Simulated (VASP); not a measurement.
# Hf (P6_3/mmc) in VASP: further runs, part 2 of 2

VASP 6.6.1.

## 3. Single point, PBE

File INCAR:

```
PREC = Accurate
ENCUT = 520
EDIFF = 1E-6
ISMEAR = -1
SIGMA = 0.1
LREAL = F
LASPH = T
NELM = 80
ALGO = Normal
ISIF = 2
LWAVE = F
LCHARG = F
GGA = PE
NBANDS = 17
```

File KPOINTS:

```
Automatic mesh
0
Gamma
  16 16 9
```

File POSCAR:

```
Hf
1.0
    3.2032284312      0.0000000000      0.0000000000
   -1.6016142156      2.7740771955      0.0000000000
    0.0000000000      0.0000000000      5.0729617538
Hf
2
Direct
    0.3333333333      0.6666666667      0.2500000000
    0.6666666667      0.3333333333      0.7500000000
```

Potentials or basis: VASP PAW PBE potentials, release 64 (Hf_pv).

Command:

```
$ cat potpaw_PBE.64/Hf_pv/POTCAR > POTCAR
$ mpirun -np 1 vasp_std > vasp.out
```

OUTCAR:

```text
PREC = Accurate
   ENCUT = 520
   EDIFF = 1E-6
   ISMEAR = -1
   LREAL = F
   LASPH = T
   NELM = 80
   ISIF = 2
   GGA = PE

 ion  position               nearest neighbor table
   1  0.333  0.667  0.250-   2 3.14   2 3.14   2 3.14   2 3.14   2 3.14   2 3.14
   2  0.667  0.333  0.750-   1 3.14   1 3.14   1 3.14   1 3.14   1 3.14   1 3.14

  LATTYP: Found a hexagonal cell.
 ALAT       =     3.2032284312
 C/A-ratio  =     1.5837027745

  Lattice vectors:

[... 668 lines left out ...]

------------------------ aborting loop because EDIFF is reached ----------------------------------------

  FORCE on cell =-STRESS in cart. coord.  units (eV):
  Direction    XX          YY          ZZ          XY          YZ          ZX
  --------------------------------------------------------------------------------------
  -------------------------------------------------------------------------------------
  Total       -0.1007736     -0.1007736     -0.1359440      0.0000000      0.0000000     -0.0000000
  in kB       -3.5817002     -3.5817002     -4.8317304      0.0000000      0.0000000     -0.0000000
  external PRESSURE =      -3.9983770 kB  Pullay stress =       0.0000000 kB

 VOLUME and BASIS-vectors are now :
 -----------------------------------------------------------------------------
  energy-cutoff  :      520.00
  volume of cell :       45.08
      direct lattice vectors                 reciprocal lattice vectors
     3.203228431  0.000000000  0.000000000     0.312185041  0.180240118  0.000000000
    -1.601614216  2.774077195  0.000000000     0.000000000  0.360480235  0.000000000
     0.000000000  0.000000000  5.072961754     0.000000000  0.000000000  0.197123505

 POSITION                                       TOTAL-FORCE (eV/Angst)
 -----------------------------------------------------------------------------------
     -0.00000      1.84938      1.26824        -0.000000      0.000000      0.000000
      1.60161      0.92469      3.80472         0.000000     -0.000000      0.000000
 -----------------------------------------------------------------------------------
    total drift:                               -0.000000      0.000000     -0.000000

  FREE ENERGIE OF THE ION-ELECTRON SYSTEM (eV)
  ---------------------------------------------------
  free  energy   TOTEN  =       -19.8762920533 eV

  energy  without entropy=      -19.8200120934  energy(sigma->0) =      -19.84815207
```

stdout:

```text
POSCAR found type information on POSCAR Hf
 POSCAR found :  1 types and       2 ions
 scaLAPACK will be used
 LDA part: xc-table for (Slater+PW92), standard interpolation
 POSCAR, INCAR and KPOINTS ok, starting setup
 FFT: planning ... GRIDC
 FFT: planning ... GRID_SOFT
 FFT: planning ... GRID
 WAVECAR not read
 entering main loop
```

Wall time 63 s (1 thread of AMD EPYC 9R14 (Zen 4), shared host); peak memory 0.2 GiB.

What came out:

```
Free energy            : -19.8763 eV
Pressure               : -0.4 GPa
Band gap on the k mesh : zero (bands 10 and 11 overlap by 1.53 eV)
```

Stress tensor (GPa, compression positive):
```
-0.36  0.00  0.00
 0.00 -0.36  0.00
 0.00  0.00 -0.48
```

Caveat: spin-orbit coupling is left out, which moves the levels of the heavy elements.

## 4. Relaxation of cell and atoms, PBE

File INCAR:

```
SYSTEM = Hf
PREC = Accurate ; ENCUT = 600
EDIFF = 1E-6 ; ISMEAR = -1
SIGMA = 0.1 ; LREAL = .False.
LASPH = .True. ; NELM = 100
ALGO = Normal ; ISIF = 3
LWAVE = .False. ; LCHARG = .False.
GGA = PE ; IBRION = 2
NSW = 60 ; EDIFFG = -0.005
```

File KPOINTS:

```
Automatic mesh
0
Gamma
  16 16 9
  0 0 0
```

File POSCAR:

```
Hf
1.0
    3.1801497063      0.0000000000      0.0000000000
   -1.5900748532      2.7540904335      0.0000000000
    0.0000000000      0.0000000000      5.1518425242
Hf
2
Direct
    0.3333333333      0.6666666667      0.2500000000
    0.6666666667      0.3333333333      0.7500000000
```

Command:

```
$ cat potpaw_PBE.64/Hf_pv/POTCAR > POTCAR
$ mpirun -np 1 vasp_std > vasp.out
```

Run time: 3.6 min. Hardware: 1 thread of AMD EPYC 9R14 (Zen 4), shared host; peak memory 0.24 GiB.

Results (log left out):

- Free energy: -19.8770 eV
- Relaxed volume: 22.46 Å³/atom
- Relaxed cell: a = 3.200 Å, b = 3.200 Å, c = 5.064 Å, α = 90.00°, β = 90.00°, γ = 120.00°
- Space group after relaxing (to 0.1 Å): P6_3/mmc (No. 194)
- Energy gained by relaxing: 3.4 meV/atom
- Ionic steps: 5
- Pressure after relaxing: 0.0 GPa
- Band gap on the k mesh: zero (bands 10 and 11 overlap by 1.53 eV)

The path:
| step | energy change (eV) | largest force (eV/Å) | pressure (GPa) | volume (Å³) |
| --- | --- | --- | --- | --- |
| 1 | 0.0000 | 0.0000 | -0.53 | 45.12 |
| 2 | -0.0060 | 0.0000 | 0.69 | 44.63 |
| 3 | -0.0060 | 0.0000 | 0.64 | 44.65 |
| 4 | -0.0063 | 0.0000 | -0.47 | 45.12 |
| 5 | -0.0068 | 0.0000 | 0.00 | 44.91 |

Final structure:
```
Hf
1.0
     3.20021    0.00000    0.00000
    -1.60010    2.77146    0.00000
     0.00000    0.00000    5.06388
Hf
2
Direct
  0.33333 0.66667 0.25000
  0.66667 0.33333 0.75000
```

Levels at points of the mesh, in eV from the Fermi level:
```tsv
k point	band 8	band 9	band 10	band 11	band 12	band 13
(0.00, 0.00, 0.00)	-3.68	0.64	1.19	1.19	1.47	2.01
(0.50, 0.00, 0.00)	-2.72	-2.20	-0.79	0.81	0.88	1.69
```

Caveat: spin-orbit coupling is left out, which moves the levels of the heavy elements.

## 5. The runs side by side

| task | cell | k mesh | cutoff (eV) | gap on the mesh (eV) | pressure (GPa) |
| --- | --- | --- | --- | --- | --- |
| single point | a = 3.203, b = 3.203, c = 5.073 Å, angles 90.0, 90.0, 120.0°, 2 atoms | 12 × 12 × 7 | 520 | none | -0.4 |
| single point | a = 3.203, b = 3.203, c = 5.073 Å, angles 90.0, 90.0, 120.0°, 2 atoms | 16 × 16 × 9 | 520 | none | -0.4 |
| relaxation of cell and atoms | relaxed from a = 3.180, b = 3.180, c = 5.152 Å, angles 90.0, 90.0, 120.0°, 2 atoms | 16 × 16 × 9 | 600 | none | 0.0 |

Alike in all rows: level PBE; potentials or basis VASP PAW PBE potentials, release 64 (Hf_pv); no spin polarisation; smearing fermi-dirac 0.1 eV.

Caveats: spin-orbit coupling is left out, which moves the levels of the heavy elements.

Absolute energies hang on the potentials; compare differences alone.
